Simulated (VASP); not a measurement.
**GaH6: single point with PBE**

The system is GaH6.

```
Ga H
1.0
     4.22349    0.00000    0.00000
    -2.11175    3.65765    0.00000
     0.00000    0.00000    5.02885
Ga H
1 6
Direct
  0.00000 0.00000 0.50000
  0.33742 0.00000 0.07624
  0.00000 0.33742 0.07624
  0.66258 0.66258 0.07624
  0.33742 0.00000 0.92376
  0.00000 0.33742 0.92376
  0.66258 0.66258 0.92376
```

The cell was built from a structure type or drawn by symmetry, and may not be a known phase.

| Quantity | Value |
| --- | --- |
| Program | VASP 6.6.1 |
| Task | single point |
| Functional | PBE |
| Potentials or basis | VASP PAW PBE potentials, release 64 (Ga_d, H) |
| Cutoff | 520 eV |
| k mesh | 12 × 12 × 8 |
| Occupations | gaussian, width 0.1 eV |
| Spin | no spin polarisation |
| Dipole correction | no |
| Further INCAR settings | ALGO = Normal; EDIFF = 1e-06; NBANDS = 18 |

* Pressure: -0.2 GPa
* Largest force: 0.006 eV/Å
* Band gap on the k mesh: zero (an odd number of electrons rules out a gap without spin polarisation)

Forces on the atoms (eV/Å):
```
Ga   0.000  0.000  0.000
H    0.001  0.000 -0.006
H    0.000  0.001 -0.006
H    0.000 -0.001 -0.006
H    0.001  0.000  0.006
H    0.000  0.001  0.006
H    0.000 -0.001  0.006
```

Levels at points of the mesh, in eV from the Fermi level:
```tsv
k point	band 5	band 6	band 7	band 8	band 9	band 10	band 11	band 12	band 13	band 14
(0.00, 0.00, 0.00)	-15.59	-9.84	-5.31	-5.31	-4.90	-0.98	3.55	3.55	5.49	7.80
(0.50, 0.00, 0.00)	-15.58	-8.10	-7.60	-5.91	-3.89	0.18	0.54	2.60	3.33	4.91
(0.00, 0.00, 0.50)	-15.58	-9.45	-6.50	-5.25	-5.25	2.86	3.11	3.11	4.53	7.23
(0.50, 0.00, 0.50)	-15.57	-7.64	-7.45	-5.81	-5.37	-1.25	1.95	3.05	4.94	6.17
```

Run time: 2.7 min on 1 thread of Intel(R) Xeon(R) Platinum 8259CL CPU @ 2.50GHz (Skylake/Cascade Lake) (shared host), peak memory 0.26 GiB.
